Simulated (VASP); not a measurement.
# Pb in VASP: further runs

Runs on Pb. Level: PBE. Tasks: single point.

Everything below comes from runs of VASP 6.6.1. Logs are shortened: lines on timing, memory, paths and dates and some standing lists are left out, and cuts for length are marked.

## Step 1: The cell of the first run

Symmetry: P-3m1, No. 164, trigonal system. Conventional cell: a = 3.490 Å, b = 3.490 Å, c = 5.942 Å, α = 90.00°, β = 90.00°, γ = 120.00°. Within 4.6 Å of Pb (site symmetry 3m) lie 12 Pb at 3.49 to 3.64 Å.

## Step 2: Single point, PBE (strained and its atoms moved)

File INCAR:

```
ALGO = Normal
EDIFF = 1E-6
ENCUT = 520
GGA = PE
ISIF = 2
ISMEAR = 0
LASPH = T
LCHARG = F
LREAL = F
LWAVE = F
NBANDS = 21
NELM = 100
PREC = Accurate
SIGMA = 0.1
```

File KPOINTS:

```
k-points
0
Gamma
  12 12 6
```

File POSCAR:

```
Pb
1.0
    3.4902666926      0.0000000000      0.0000000000
   -1.7451333463      3.0226596218      0.0000000000
    0.0000000000      0.0000000000      5.9418905000
Pb
2
Direct
    0.3333333333      0.6666666667      0.2553667263
    0.6666666667      0.3333333333      0.7446332737
```

Potentials or basis: VASP PAW PBE potentials, release 64 (Pb_d).

Launch:

```console
$ cat potpaw_PBE.64/Pb_d/POTCAR > POTCAR
$ mpirun -np 1 vasp_std > vasp.out
```

OUTCAR:

```text
EDIFF = 1E-6
   ENCUT = 520
   GGA = PE
   ISIF = 2
   ISMEAR = 0
   LASPH = T
   LREAL = F
   NELM = 100
   PREC = Accurate

 ion  position               nearest neighbor table
   1  0.333  0.667  0.255-   2 3.54   2 3.54   2 3.54   2 3.64   2 3.64   2 3.64
   2  0.667  0.333  0.745-   1 3.54   1 3.54   1 3.54   1 3.64   1 3.64   1 3.64

  LATTYP: Found a hexagonal cell.
 ALAT       =     3.4902666926
 C/A-ratio  =     1.7024173289

  Lattice vectors:

 A1 = (   3.4902666926,   0.0000000000,   0.0000000000)
 A2 = (  -1.7451333463,   3.0226596218,   0.0000000000)
 A3 = (   0.0000000000,   0.0000000000,   5.9418905000)

Analysis of symmetry for initial positions (statically):
=====================================================================
 Subroutine PRICEL returns:
 Original cell was already a primitive cell.

 Routine SETGRP: Setting up the symmetry group for a
 hexagonal supercell.

 Subroutine GETGRP returns: Found 12 space group operations
 (whereof 12 operations were pure point group operations)
 out of a pool of 24 trial point group operations.

The static configuration has the point symmetry D_3d.

Analysis of symmetry for dynamics (positions and initial velocities):
=====================================================================
 Subroutine PRICEL returns:
 Original cell was already a primitive cell.

 Routine SETGRP: Setting up the symmetry group for a
 hexagonal supercell.

 Subroutine GETGRP returns: Found 12 space group operations
 (whereof 12 operations were pure point group operations)
 out of a pool of 24 trial point group operations.

The dynamic configuration has the point symmetry D_3d.

 Subroutine INISYM returns: Found 12 space group operations
 (whereof 12 operations are pure point group operations),
 and found     1 'primitive' translations

----------------------------------------------------------------------------------------

                                     Primitive cell

  volume of cell :      62.6863

  direct lattice vectors                    reciprocal lattice vectors
     3.490266693  0.000000000  0.000000000     0.286511057  0.165417236  0.000000000
    -1.745133346  3.022659622  0.000000000     0.000000000  0.330834472  0.000000000
     0.000000000  0.000000000  5.941890500     0.000000000  0.000000000  0.168296605

  length of vectors
     3.490266693  3.490266693  5.941890500     0.330834472  0.330834472  0.168296605

  position of ions in fractional coordinates (direct lattice)
     0.333333333  0.666666667  0.255366726
     0.666666667  0.333333333  0.744633274

  ion indices of the primitive-cell ions
   primitive index   ion index
                 1           1
                 2           2

----------------------------------------------------------------------------------------

 KPOINTS: k-points

Automatic generation of k-mesh.
 Grid dimensions read from file:
 generate k-points for:   12   12    6

 Generating k-lattice:

  Cartesian coordinates                     Fractional coordinates (reciprocal lattice)
     0.023875921  0.013784770  0.000000000     0.083333333  0.000000000  0.000000000
     0.000000000  0.027569539  0.000000000     0.000000000  0.083333333  0.000000000
     0.000000000  0.000000000  0.028049434     0.000000000  0.000000000  0.166666667

  Length of vectors
     0.027569539  0.027569539  0.028049434

  Shift w.r.t. Gamma in fractional coordinates (k-lattice)
     0.000000000  0.000000000  0.000000000

 Subroutine IBZKPT returns following result:
 ===========================================

 Found    100 irreducible k-points:

 Following reciprocal coordinates:
            Coordinates               Weight
  0.000000  0.000000  0.000000      1.000000
  0.083333  0.000000  0.000000      6.000000
  0.166667  0.000000  0.000000      6.000000
  0.250000  0.000000  0.000000      6.000000
  0.333333  0.000000  0.000000      6.000000
  0.416667  0.000000  0.000000      6.000000
[... 16 lines left out ...]
  0.166667  0.000000  0.166667      6.000000
  0.000000  0.166667  0.166667      6.000000
 [... further k-points ...]
   k-points           NKPTS =    100   k-points in BZ     NKDIM =    100   number of bands    NBANDS=     21
   number of dos      NEDOS =    301   number of ions     NIONS =      2
   total plane-waves  NPLWV =  37632
   dimension x,y,z NGX =    28 NGY =   28 NGZ =   48
   dimension x,y,z NGXF=    56 NGYF=   56 NGZF=   96
   ions per type =               2
   NGX,Y,Z   is equivalent  to a cutoff of  13.34, 13.34, 13.43 a.u.
   NGXF,Y,Z  is equivalent  to a cutoff of  26.67, 26.67, 26.86 a.u.
 SYSTEM =  unknown system
   PREC   = accura    normal or accurate (medium, high low for compatibility)
   ISTART =      0    job   : 0-new  1-cont  2-samecut
   ICHARG =      2    charge: 1-file 2-atom 10-const
   ISPIN  =      1    spin polarized calculation?
   LNONCOLLINEAR =      F non collinear calculations
   LSORBIT =      F    spin-orbit coupling
   LASPH  =      T    aspherical Exc in radial PAW
   ENCUT  =  520.0 eV  38.22 Ry    6.18 a.u.   6.49  6.49 11.05*2*pi/ulx,y,z
   NELM   =    100;   NELMIN=  2; NELMDL= -5     # of ELM steps
   EDIFF  = 0.1E-05   stopping-criterion for ELM
   LREAL  =      F    real-space projection
   EDIFFG = 0.1E-04   stopping-criterion for IOM
   NSW    =      0    number of steps for IOM
   IBRION =     -1    ionic relax: 0-MD 1-quasi-New 2-CG
   NFREE  =      0    steps in history (QN), initial steepest desc. (CG)
   ISIF   =      2    stress and relaxation
   ISYM   =      2    0-nonsym 1-usesym 2-fastsym
   POTIM  = 0.5000    time-step for ionic-motion
   TEBEG  =    0.0;   TEEND  =   0.0 temperature during run
   PSTRESS=    0.0 pullay stress
   NELECT =      28.0000    total number of electrons
   NUPDOWN=      -1.0000    fix difference up-down
   EMIN   =  10.00;   EMAX   =-10.00  energy-range for DOS
   EFERMI =   0.00;   METHOD = LEGACY
   ISMEAR =     0;   SIGMA  =   0.10  broadening in eV -4-tet -1-fermi 0-gaus
   EFERMI_NEDOS =   21; number of points for ismear=-14 and -15
   IALGO  =     38    algorithm
   IMIX   =      4    mixing-type and parameters
     AMIX     =   0.40;   BMIX     =  1.00
     AMIX_MAG =   1.60;   BMIX_MAG =  1.00
  volume/ion in A,a.u.               =      31.34       211.51
  Fermi-wavevector in a.u.,A,eV,Ry     =   1.251421  2.364842 21.307456  1.566054
  Thomas-Fermi vector in A             =   2.385369
   LORBIT       =      0    0 simple, 1 ext, 2 COOP (PROOUT), +10 PAW based schemes
   GGA     = PE    functional components
   LHFCALC =     F    Hartree Fock is set to
   AEXX    =    0.0000 exact exchange contribution
   IVDW    =     0    specifies the selected vdW correction
   LEPSILON=     F    determine dielectric tensor
   LRPA    =     F    only Hartree local field effects (RPA)
 non-spin polarized calculation
 Gauss-broadening in eV      SIGMA  =   0.10
  energy-cutoff  :      520.00
  volume of cell :       62.69
 maximum number of plane-waves:      1726
 NGX is ok and might be reduce to    28
   NGX = 13   NGY = 13   NGZ = 23

 number of electron      28.0000003 magnetization

 Free energy of the ion-electron system (eV)
  ---------------------------------------------------
  ext. energy  EPLUGINS =         0.00000000
  ---------------------------------------------------
  free energy    TOTEN  =        -7.09296167 eV

  energy without entropy =       -7.08658565  energy(sigma->0) =       -7.08977366

 E-fermi :   6.9781     XC(G=0): -10.0264

 val. band max:        6.9750964438   @ k =   0.2500   0.0000   0.0000
 cond. band min:       6.9819908300   @ k =   0.2500   0.0000   0.5000
 fundamental gap:      0.0068943861
 Fermi energy:         6.9781191416

 k-point     1 :       0.0000    0.0000    0.0000
  band No.  band energies     occupation
      1     -10.1735      2.00000
      2     -10.1683      2.00000
      3     -10.1296      2.00000
      4     -10.1296      2.00000
      5     -10.1144      2.00000
      6     -10.1144      2.00000
[... 13 lines left out ...]
     20      16.1946      0.00000
     21      17.6446      0.00000

 k-point     2 :       0.0833    0.0000    0.0000
  band No.  band energies     occupation
      1     -10.1716      2.00000
      2     -10.1612      2.00000
      3     -10.1255      2.00000
      4     -10.1130      2.00000
      5     -10.1117      2.00000
      6     -10.0986      2.00000
[... 13 lines left out ...]
     20      16.7906      0.00000
     21      17.7268      0.00000

 k-point     3 :       0.1667    0.0000    0.0000
  band No.  band energies     occupation
      1     -10.1912      2.00000
      2     -10.1320      2.00000
      3     -10.1283      2.00000
      4     -10.0773      2.00000
      5     -10.0690      2.00000
      6     -10.0674      2.00000
[... 13 lines left out ...]
     20      16.4783      0.00000
     21      17.4709      0.00000

 k-point     4 :       0.2500    0.0000    0.0000
  band No.  band energies     occupation
      1     -10.2221      2.00000
      2     -10.1432      2.00000
      3     -10.1058      2.00000
      4     -10.0894      2.00000
      5     -10.0767      2.00000
      6     -10.0190      2.00000
[... 13 lines left out ...]
     20      15.8632      0.00000
     21      17.2411      0.00000

 k-point     5 :       0.3333    0.0000    0.0000
  band No.  band energies     occupation
      1     -10.2526      2.00000
      2     -10.1605      2.00000
      3     -10.1424      2.00000
      4     -10.0932      2.00000
      5     -10.0529      2.00000
      6     -10.0140      2.00000
[... 13 lines left out ...]
     20      15.5634      0.00000
     21      16.9692      0.00000
[... 382 lines left out ...]
     20      16.6743      0.00000
     21      17.9477      0.00000

 k-point    22 :       0.0000    0.0833    0.1667
  band No.  band energies     occupation
      1     -10.1687      2.00000
      2     -10.1623      2.00000
      3     -10.1307      2.00000
      4     -10.1180      2.00000
      5     -10.1164      2.00000
      6     -10.1020      2.00000
[... 13 lines left out ...]
     20      16.7071      0.00000
     21      17.9441      0.00000

 k-point    23 :       0.1667    0.0000    0.1667
  band No.  band energies     occupation
      1     -10.1892      2.00000
      2     -10.1398      2.00000
      3     -10.1297      2.00000
      4     -10.0935      2.00000
      5     -10.0807      2.00000
      6     -10.0587      2.00000
[... 13 lines left out ...]
     20      16.6019      0.00000
     21      16.7047      0.00000

 k-point    24 :       0.0000    0.1667    0.1667
  band No.  band energies     occupation
      1     -10.1877      2.00000
      2     -10.1410      2.00000
      3     -10.1323      2.00000
      4     -10.0909      2.00000
      5     -10.0800      2.00000
      6     -10.0589      2.00000
[... 13 lines left out ...]
     20      16.5904      0.00000
     21      16.7143      0.00000

 [... further k-points ...]
[... 5 lines left out ...]
  --------------------------------------------------------------------------------------
  -------------------------------------------------------------------------------------
  Total        0.5014404      0.5014404     -0.2414117      0.0000000      0.0000000      0.0000000
  in kB       12.8161459     12.8161459     -6.1701597      0.0000000      0.0000000      0.0000000
  external PRESSURE =       6.4873774 kB  Pullay stress =       0.0000000 kB

 VOLUME and BASIS-vectors are now :
 -----------------------------------------------------------------------------
  energy-cutoff  :      520.00
  volume of cell :       62.69
      direct lattice vectors                 reciprocal lattice vectors
     3.490266693  0.000000000  0.000000000     0.286511057  0.165417236  0.000000000
    -1.745133346  3.022659622  0.000000000     0.000000000  0.330834472  0.000000000
     0.000000000  0.000000000  5.941890500     0.000000000  0.000000000  0.168296605

 POSITION                                       TOTAL-FORCE (eV/Angst)
 -----------------------------------------------------------------------------------
     -0.00000      2.01511      1.51736        -0.000000     -0.000000     -0.101753
      1.74513      1.00755      4.42453         0.000000      0.000000      0.101753
 -----------------------------------------------------------------------------------
    total drift:                                0.000000     -0.000000      0.000000

  FREE ENERGIE OF THE ION-ELECTRON SYSTEM (eV)
  ---------------------------------------------------
  free  energy   TOTEN  =        -7.0929616725 eV

  energy  without entropy=       -7.0865856451  energy(sigma->0) =       -7.08977366
```

Run time: 44 s. Hardware: 1 thread of Intel Xeon 6975P-C (Granite Rapids), shared host; peak memory 0.24 GiB.

What came out:

* Free energy: -7.0930 eV
* Pressure: 0.6 GPa
* Largest force: 0.102 eV/Å
* Band gap on the k mesh: zero (band 14 reaches 12.75 eV, above the bottom of band 15 at 4.90 eV)

Forces in eV/Å, atoms in the order of the input:
```
Pb   0.000  0.000 -0.102
Pb   0.000  0.000  0.102
```

Stress tensor (GPa, compression positive):
```
 1.28  0.00  0.00
 0.00  1.28  0.00
 0.00  0.00 -0.62
```

Levels at points of the mesh, in eV from the Fermi level:
```csv
k point,band 10,band 11,band 12,band 13,band 14,band 15,band 16,band 17,band 18,band 19
"(0.00, 0.00, 0.00)",-16.89,-11.61,-8.50,-4.18,5.78,5.78,6.47,7.35,7.35,8.97
"(0.50, 0.00, 0.00)",-16.84,-8.20,-7.12,-3.09,-1.79,-0.48,1.63,2.26,5.32,6.28
"(0.00, 0.00, 0.50)",-16.93,-10.67,-10.40,0.07,0.31,6.44,6.44,6.59,6.59,9.37
"(0.50, 0.00, 0.50)",-16.84,-7.60,-7.47,-3.67,-3.55,3.05,3.14,3.34,3.59,6.67
```

Caveat: the cell differs from its parent crystal (strained and its atoms moved); spin-orbit coupling is left out, which moves the levels of the heavy elements.

(Part 1 of 2 ends here.)
